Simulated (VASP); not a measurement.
Here is a VASP 6.6.1 calculation.

Contents of INCAR:

```
SYSTEM = BiTe
PREC = Accurate
ENCUT = 520
EDIFF = 1E-7
ISMEAR = 0
SIGMA = 0.1
LREAL = .FALSE.
LASPH = .TRUE.
NELM = 100
ALGO = Normal
ISIF = 2
LWAVE = .FALSE.
LCHARG = .FALSE.
GGA = PE
NBANDS = 18
```

The input KPOINTS:

```
Automatic mesh
0
G
  9 9 9
  0 0 0
```

The input POSCAR:

```
BiTe
1.0
    4.5978826434      0.0000000000      0.0000000000
   -2.2989413217      3.9818831728      0.0000000000
    2.2989413217      1.3272943909      3.7541554579
Bi Te
1 1
Direct
    0.0000000000      0.5000000000      0.5000000000
    0.0000000000      0.0000000000      0.0000000000
```

Potentials or basis: VASP PAW PBE potentials, release 64 (Bi_d, Te).

Command:

```bash
$ cat potpaw_PBE.64/Bi_d/POTCAR potpaw_PBE.64/Te/POTCAR > POTCAR
$ mpirun -np 1 vasp_std > vasp.out
```

(1) What does it give for the pressure?

Answers

(1) 0.0 GPa.
